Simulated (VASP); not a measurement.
Set up this calculation in VASP 6.6.1, as the native input.

| Quantity | Value |
| --- | --- |
| Task | single point |
| Functional | PBE |
| Potentials or basis | VASP PAW PBE potentials, release 64 (Nb_sv) |
| Cutoff | 500 eV |
| k mesh | 16 × 16 × 16 |
| Occupations | fermi-dirac, width 0.1 eV |
| Spin | no spin polarisation |
| Dipole correction | no |
| Further INCAR settings | ALGO = Normal; EDIFF = 1e-06; NBANDS = 12 |

The structure of Nb lies in POSCAR:

```
Nb
1.0
    2.1604013300      0.0000000000      0.0000000000
    0.0000000000      2.1604013300      0.0000000000
    0.0000000000      0.0000000000      2.1604013300
Nb
1
Direct
    0.0000000000      0.0000000000      0.0000000000
```

This isn't the form of Nb at room conditions, which is bcc.

These files were run (other wordings do the same):

INCAR

```
SYSTEM = Nb
PREC     = Accurate       ! precision mode
ENCUT    = 500            ! plane-wave cutoff, eV
EDIFF    = 1E-6           ! SCF threshold, eV
ISMEAR   = -1             ! smearing method
SIGMA    = 0.1            ! smearing width, eV
LREAL    = .FALSE.        ! projectors in reciprocal space
LASPH    = .TRUE.         ! aspherical terms in the spheres
NELM     = 120            ! most SCF steps
ALGO     = Normal         ! electronic algorithm
ISIF     = 2              ! what is computed and relaxed
LWAVE    = .FALSE.        ! write WAVECAR
LCHARG   = .TRUE.         ! write CHGCAR
GGA      = PE             ! functional
LELF     = .TRUE.         ! ELF
LVHAR    = .TRUE.       
NBANDS   = 12             ! bands
GGA_COMPAT= .FALSE.
```

KPOINTS

```
Automatic mesh
0
G
  16 16 16
  0 0 0
```

Potentials or basis: VASP PAW PBE potentials, release 64 (Nb_sv).

Launch:

```sh
$ cat potpaw_PBE.64/Nb_sv/POTCAR > POTCAR
$ mpirun -np 1 vasp_std > vasp.out
```

It gave:

```json
{
  "Pressure": "353.4 GPa",
  "Band gap on the k mesh": "zero (an odd number of electrons rules out a gap without spin polarisation)"
}
```

Caveat: the cell stands under pressure.

It took 16 s on 1 thread of Intel Xeon 8259CL, on a shared host, peak memory 0.13 GiB.
